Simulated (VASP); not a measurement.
# InP (I-4m2) in VASP: a series of runs, part 2 of 2

VASP 6.6.1. The steps go on from the part before.

## Step 4: Single point, LDA (24.07 Å³/atom)

Contents of INCAR:

```
SYSTEM = InP
  PREC = Accurate
  ENCUT = 520
  EDIFF = 1E-6
  ISMEAR = 0
  SIGMA = 0.05
  LREAL = .False.
  LASPH = .True.
  NELM = 100
  ALGO = Normal
  ISIF = 2
  LWAVE = .False.
  LCHARG = .False.
  GGA = CA
  NBANDS = 16
```

Contents of KPOINTS:

```
Automatic mesh
0
Gamma
  12 12 12
  0 0 0
```

Contents of POSCAR:

```
InP
1.0
    0.0000000000      2.6629058234      3.0065550677
    3.0065550677      0.0000000000      3.0065550677
    3.0065550677      2.6629058234      0.0000000000
In P
1 1
Direct
    0.0000000000      0.0000000000      0.0000000000
    0.7500000000      0.7500000000      0.7500000000
```

Potentials or basis: VASP PAW LDA potentials, release 64 (In_d, P).

On the command line:

```sh
> cat potpaw_LDA.64/In_d/POTCAR potpaw_LDA.64/P/POTCAR > POTCAR
> mpirun -np 1 vasp_std > vasp.out
```

OUTCAR:

```text
SYSTEM = InP
   PREC = Accurate
   ENCUT = 520
   EDIFF = 1E-6
   ISMEAR = 0
   LREAL = .False.
   LASPH = .True.
   NELM = 100
   ISIF = 2
   GGA = CA

 ion  position               nearest neighbor table
   1  0.000  0.000  0.000-   2 2.51   2 2.51   2 2.51   2 2.51
   2  0.750  0.750  0.750-   1 2.51   1 2.51   1 2.51   1 2.51

  LATTYP: Found a body centered tetragonal cell.
 ALAT       =     4.2519109528
 C/A-ratio  =     1.2525689522

  Lattice vectors:

 A1 = (   0.0000000000,  -2.6629058234,   3.0065550677)
 A2 = (   0.0000000000,  -2.6629058234,  -3.0065550677)
 A3 = (   3.0065550677,   2.6629058234,   0.0000000000)

Analysis of symmetry for initial positions (statically):
=====================================================================
 Subroutine PRICEL returns:
 Original cell was already a primitive cell.

 Routine SETGRP: Setting up the symmetry group for a
 body centered tetragonal supercell.

 Subroutine GETGRP returns: Found  8 space group operations
 (whereof  8 operations were pure point group operations)
 out of a pool of 16 trial point group operations.

The static configuration has the point symmetry D_2d.

Analysis of symmetry for dynamics (positions and initial velocities):
=====================================================================
 Subroutine PRICEL returns:
 Original cell was already a primitive cell.

 Routine SETGRP: Setting up the symmetry group for a
 body centered tetragonal supercell.

 Subroutine GETGRP returns: Found  8 space group operations
 (whereof  8 operations were pure point group operations)
 out of a pool of 16 trial point group operations.

The dynamic configuration has the point symmetry D_2d.

 Subroutine INISYM returns: Found  8 space group operations
 (whereof  8 operations are pure point group operations),
 and found     1 'primitive' translations

----------------------------------------------------------------------------------------

                                     Primitive cell

  volume of cell :      48.1420

  direct lattice vectors                    reciprocal lattice vectors
     0.000000000  2.662905823  3.006555068    -0.166303290  0.187764808  0.166303290
     3.006555068  0.000000000  3.006555068     0.166303290 -0.187764808  0.166303290
     3.006555068  2.662905823  0.000000000     0.166303290  0.187764808 -0.166303290

  length of vectors
     4.016272003  4.251910953  4.016272003     0.300947158  0.300947158  0.300947158

  position of ions in fractional coordinates (direct lattice)
     0.000000000  0.000000000  0.000000000
     0.750000000  0.750000000  0.750000000

  ion indices of the primitive-cell ions
   primitive index   ion index
                 1           1
                 2           2

----------------------------------------------------------------------------------------

 KPOINTS: Automatic mesh

Automatic generation of k-mesh.
 Grid dimensions read from file:
 generate k-points for:   12   12   12

 Generating k-lattice:

  Cartesian coordinates                     Fractional coordinates (reciprocal lattice)
    -0.013858608  0.015647067  0.013858608     0.083333333  0.000000000 -0.000000000
     0.013858608 -0.015647067  0.013858608     0.000000000  0.083333333  0.000000000
     0.013858608  0.015647067 -0.013858608    -0.000000000  0.000000000  0.083333333

  Length of vectors
     0.025078930  0.025078930  0.025078930

  Shift w.r.t. Gamma in fractional coordinates (k-lattice)
     0.000000000  0.000000000  0.000000000

 Subroutine IBZKPT returns following result:
 ===========================================

 Found    163 irreducible k-points:

 Following reciprocal coordinates:
            Coordinates               Weight
  0.000000  0.000000  0.000000      1.000000
  0.083333  0.000000  0.000000      8.000000
  0.166667  0.000000  0.000000      8.000000
  0.250000  0.000000  0.000000      8.000000
  0.333333  0.000000  0.000000      8.000000
  0.416667  0.000000 -0.000000      8.000000
[... 16 lines left out ...]
  0.500000  0.166667 -0.000000     16.000000
 -0.416667  0.166667  0.000000     16.000000
 [... further k-points ...]
   k-points           NKPTS =    163   k-points in BZ     NKDIM =    163   number of bands    NBANDS=     16
   number of dos      NEDOS =    301   number of ions     NIONS =      2
   total plane-waves  NPLWV =  28800
   dimension x,y,z NGX =    30 NGY =   32 NGZ =   30
   dimension x,y,z NGXF=    60 NGYF=   64 NGZF=   60
   ions per type =               1   1
   NGX,Y,Z   is equivalent  to a cutoff of  12.42, 12.51, 12.42 a.u.
   NGXF,Y,Z  is equivalent  to a cutoff of  24.84, 25.02, 24.84 a.u.
 SYSTEM =  InP
   PREC   = accura    normal or accurate (medium, high low for compatibility)
   ISTART =      0    job   : 0-new  1-cont  2-samecut
   ICHARG =      2    charge: 1-file 2-atom 10-const
   ISPIN  =      1    spin polarized calculation?
   LNONCOLLINEAR =      F non collinear calculations
   LSORBIT =      F    spin-orbit coupling
   LASPH  =      T    aspherical Exc in radial PAW
   ENCUT  =  520.0 eV  38.22 Ry    6.18 a.u.   7.47  7.91  7.47*2*pi/ulx,y,z
   NELM   =    100;   NELMIN=  2; NELMDL= -5     # of ELM steps
   EDIFF  = 0.1E-05   stopping-criterion for ELM
   LREAL  =      F    real-space projection
   EDIFFG = 0.1E-04   stopping-criterion for IOM
   NSW    =      0    number of steps for IOM
   IBRION =     -1    ionic relax: 0-MD 1-quasi-New 2-CG
   NFREE  =      0    steps in history (QN), initial steepest desc. (CG)
   ISIF   =      2    stress and relaxation
   ISYM   =      2    0-nonsym 1-usesym 2-fastsym
   POTIM  = 0.5000    time-step for ionic-motion
   TEBEG  =    0.0;   TEEND  =   0.0 temperature during run
   PSTRESS=    0.0 pullay stress
   NELECT =      18.0000    total number of electrons
   NUPDOWN=      -1.0000    fix difference up-down
   EMIN   =  10.00;   EMAX   =-10.00  energy-range for DOS
   EFERMI =   0.00;   METHOD = LEGACY
   ISMEAR =     0;   SIGMA  =   0.05  broadening in eV -4-tet -1-fermi 0-gaus
   EFERMI_NEDOS =   21; number of points for ismear=-14 and -15
   IALGO  =     38    algorithm
   IMIX   =      4    mixing-type and parameters
     AMIX     =   0.40;   BMIX     =  1.00
     AMIX_MAG =   1.60;   BMIX_MAG =  1.00
  volume/ion in A,a.u.               =      24.07       162.44
  Fermi-wavevector in a.u.,A,eV,Ry     =   1.179390  2.228725 18.925186  1.390962
  Thomas-Fermi vector in A             =   2.315702
   LORBIT       =      0    0 simple, 1 ext, 2 COOP (PROOUT), +10 PAW based schemes
   GGA     = CA    functional components
   LHFCALC =     F    Hartree Fock is set to
   AEXX    =    0.0000 exact exchange contribution
   IVDW    =     0    specifies the selected vdW correction
   LEPSILON=     F    determine dielectric tensor
   LRPA    =     F    only Hartree local field effects (RPA)
 non-spin polarized calculation
 Gauss-broadening in eV      SIGMA  =   0.05
  energy-cutoff  :      520.00
  volume of cell :       48.14
 maximum number of plane-waves:      1321
 NGX is ok and might be reduce to    30
   NGX = 15   NGY = 15   NGZ = 15

 number of electron      18.0000001 magnetization

 Free energy of the ion-electron system (eV)
  ---------------------------------------------------
  ext. energy  EPLUGINS =         0.00000000
  ---------------------------------------------------
  free energy    TOTEN  =        -9.61289028 eV

  energy without entropy =       -9.61289028  energy(sigma->0) =       -9.61289028

 E-fermi :   6.0097     XC(G=0):  -9.8166

 val. band max:        5.8228503632   @ k =   0.0000   0.0000   0.0000
 cond. band min:       6.2060960310   @ k =   0.0000   0.0000   0.0000
 fundamental gap:      0.3832456677
 Fermi energy:         6.0096644285

 k-point     1 :       0.0000    0.0000    0.0000
  band No.  band energies     occupation
      1      -8.7916      2.00000
      2      -8.7916      2.00000
      3      -8.7481      2.00000
      4      -8.6150      2.00000
      5      -8.6067      2.00000
      6      -6.3135      2.00000
[... 8 lines left out ...]
     15      14.1080      0.00000
     16      15.4766      0.00000
[... 419 lines left out ...]
 k-point    24 :      -0.4167    0.1667    0.0000
  band No.  band energies     occupation
      1      -8.9219      2.00000
      2      -8.7370      2.00000
      3      -8.7065      2.00000
      4      -8.6196      2.00000
      5      -8.5778      2.00000
      6      -4.2288      2.00000
[... 8 lines left out ...]
     15      15.6429      0.00000
     16      16.4193      0.00000

 [... further k-points ...]
[... 5 lines left out ...]
  --------------------------------------------------------------------------------------
  -------------------------------------------------------------------------------------
  Total        0.0882455      1.2772342      0.0882455      0.0000000      0.0000000      0.0000000
  in kB        2.9368307     42.5066602      2.9368307      0.0000000      0.0000000      0.0000000
  external PRESSURE =      16.1267739 kB  Pullay stress =       0.0000000 kB

 VOLUME and BASIS-vectors are now :
 -----------------------------------------------------------------------------
  energy-cutoff  :      520.00
  volume of cell :       48.14
      direct lattice vectors                 reciprocal lattice vectors
     0.000000000  2.662905823  3.006555068    -0.166303290  0.187764808  0.166303290
     3.006555068  0.000000000  3.006555068     0.166303290 -0.187764808  0.166303290
     3.006555068  2.662905823  0.000000000     0.166303290  0.187764808 -0.166303290

 POSITION                                       TOTAL-FORCE (eV/Angst)
 -----------------------------------------------------------------------------------
      0.00000      0.00000      0.00000         0.000000      0.000000      0.000000
      4.50983      3.99436      4.50983         0.000000     -0.000000      0.000000
 -----------------------------------------------------------------------------------
    total drift:                               -0.000001     -0.000005     -0.000001

  FREE ENERGIE OF THE ION-ELECTRON SYSTEM (eV)
  ---------------------------------------------------
  free  energy   TOTEN  =        -9.6128902821 eV

  energy  without entropy=       -9.6128902821  energy(sigma->0) =       -9.61289028
```

stdout:

```text
POSCAR found type information on POSCAR InP
 POSCAR found :  2 types and       2 ions
 scaLAPACK will be used
 LDA part: xc-table for (Slater(with rela. corr.)+CA(PZ))
 , standard interpolation
 POSCAR, INCAR and KPOINTS ok, starting setup
 FFT: planning ... GRIDC
 FFT: planning ... GRID_SOFT
 FFT: planning ... GRID
 WAVECAR not read
 entering main loop
```

Run time: 61 s. Hardware: 1 thread of Intel Xeon 6975P-C (Granite Rapids), shared host; peak memory 0.24 GiB.

What came out:

- Free energy: -9.6129 eV
- Pressure: 1.6 GPa
- Band gap on the k mesh: 0.38 eV

Stress tensor (GPa, compression positive):
```
0.29 0.00 0.00
0.00 4.25 0.00
0.00 0.00 0.29
```

Levels at points of the mesh, in eV from the valence-band top:
| k point | band 5 | band 6 | band 7 | band 8 | band 9 | band 10 | band 11 | band 12 | band 13 | band 14 |
| --- | --- | --- | --- | --- | --- | --- | --- | --- | --- | --- |
| (0.00, 0.00, 0.00) | -14.43 | -12.14 | -0.49 | -0.49 | 0.00 | 0.38 | 3.62 | 3.80 | 3.80 | 8.13 |
| (0.50, 0.00, 0.00) | -14.39 | -10.24 | -6.35 | -1.73 | -0.99 | 0.92 | 3.99 | 5.08 | 6.81 | 8.86 |
| (0.50, 0.50, 0.00) | -14.40 | -9.68 | -6.59 | -2.56 | -2.48 | 1.48 | 2.22 | 8.43 | 8.63 | 9.11 |
| (0.50, 0.00, 0.50) | -14.37 | -9.22 | -5.81 | -3.26 | -3.26 | 0.82 | 1.07 | 9.32 | 9.32 | 9.68 |

Caveat: spin-orbit coupling is left out, which moves the levels of the heavy elements.

## Step 5: Overview

| cell | gap on the mesh (eV) | pressure (GPa) |
| --- | --- | --- |
| a = 3.994, b = 4.339 Å, angles 57.1, 65.8, 57.1°, 2 atoms | 0.22 | 1.0 |
| a = 4.046, b = 4.167 Å, angles 59.0, 62.0, 59.0°, 2 atoms | 0.56 | 2.0 |
| a = 4.016, b = 4.252 Å, angles 58.0, 63.9, 58.0°, 2 atoms | 0.38 | 1.6 |

Alike in all rows: task single point; level LDA; potentials or basis VASP PAW LDA potentials, release 64 (In_d, P); no spin polarisation; k mesh 12 × 12 × 12; cutoff (eV) 520; smearing gaussian 0.05 eV.

Caveats: spin-orbit coupling is left out, which moves the levels of the heavy elements.

Total energies depend on the potentials used, so only differences within one code and one set of settings carry meaning.
